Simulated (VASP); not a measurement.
A run of VASP 6.6.1 is set up as follows.

The input INCAR:

```
SYSTEM = NaCl
PREC = Accurate
ENCUT = 600
EDIFF = 1E-6
ISMEAR = -1
SIGMA = 0.05
LREAL = .False.
LASPH = .True.
NELM = 100
ALGO = Normal
ISIF = 3
LWAVE = .False.
LCHARG = .False.
GGA = RE
IVDW = 13
IBRION = 2
NSW = 60
EDIFFG = -0.01
```

Contents of KPOINTS:

```
regular mesh
0
Gamma
  8 8 8
  0 0 0
```

POSCAR

```
NaCl
1.0
    0.0000000000      2.7940632177      2.7940632177
    2.7940632177      0.0000000000      2.7940632177
    2.7940632177      2.7940632177      0.0000000000
Cl Na
1 1
Direct
    0.5000000000      0.5000000000      0.5000000000
    0.0000000000      0.0000000000      0.0000000000
```

Potentials or basis: VASP PAW PBE potentials, release 64 (Cl, Na_pv).

Launch:

```console
$ cat potpaw_PBE.64/Cl/POTCAR potpaw_PBE.64/Na_pv/POTCAR > POTCAR
$ mpirun -np 1 vasp_std > vasp.out
```

Predict the space group after relaxing (to 0.1 Å).

Fm-3m (No. 225).

What does it give for the relaxed volume?

23.25 Å³/atom.

Estimate the relaxed cell.

a = 4.036 Å, b = 4.036 Å, c = 4.036 Å, α = 60.00°, β = 60.00°, γ = 60.00°.

Estimate the dispersion energy per atom.

-0.159 eV.

Final structure:
```cif
data_structure
_symmetry_space_group_name_H-M 'P 1'
_symmetry_Int_Tables_number 1
_cell_length_a 4.0364
_cell_length_b 4.0364
_cell_length_c 4.0364
_cell_angle_alpha 60.000
_cell_angle_beta 60.000
_cell_angle_gamma 60.000
_cell_volume 46.50
loop_
_atom_site_label
_atom_site_type_symbol
_atom_site_fract_x
_atom_site_fract_y
_atom_site_fract_z
_atom_site_occupancy
Cl1 Cl 0.50000 0.50000 0.50000 1
Na1 Na 0.00000 0.00000 0.00000 1
```

Caveat: the PAW data sets were made with another functional, which shifts forces and pressure a little.
